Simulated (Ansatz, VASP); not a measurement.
# WS2: VASP beside Ansatz

```
W S
1.0
     3.20901   -0.00058    0.00000
    -1.60499    2.71291    0.00000
     0.00000    0.00000   12.65716
W S
2 4
Cartesian
  -0.0004 1.8096 3.1643
  1.6044 0.9027 9.4929
  -0.0001 1.7990 7.9342
  1.6042 0.9133 1.6057
  -0.0001 1.7990 11.0515
  1.6042 0.9133 4.7229
```

Alike in both runs: task single point; functional PBEsol; k mesh 12 × 12 × 2; occupations gaussian, width 0.02 eV; no spin polarisation.

|  | VASP | Ansatz |
| --- | --- | --- |
| version | VASP 6.6.1 | Ansatz 0.2.0 |
| potentials or method | VASP PAW PBE potentials, release 64 (W_sv, S), cutoff 500 eV | scalar-relativistic, plane waves, PAW |
| valence electrons in the cell | 52 | 52 |

```csv
,VASP,Ansatz,Ansatz less VASP
gap on the k mesh at the Fermi level (eV),1.09,1.07,-0.015
least direct gap on the mesh (eV),1.76,1.75,-0.004
pressure (GPa),-1.3,-1.4,-0.11
"traceless stress, the component that is largest in VASP (GPa)",-2.87,-2.85,+0.020
rms of the force components (eV/Å),0.009,0.001,-0.0083
```

VASP's potentials were made for PBE, not for PBEsol. Atom by atom the forces differ by 0.010 eV/Å (rms over components).

Neither program's run includes spin-orbit coupling.
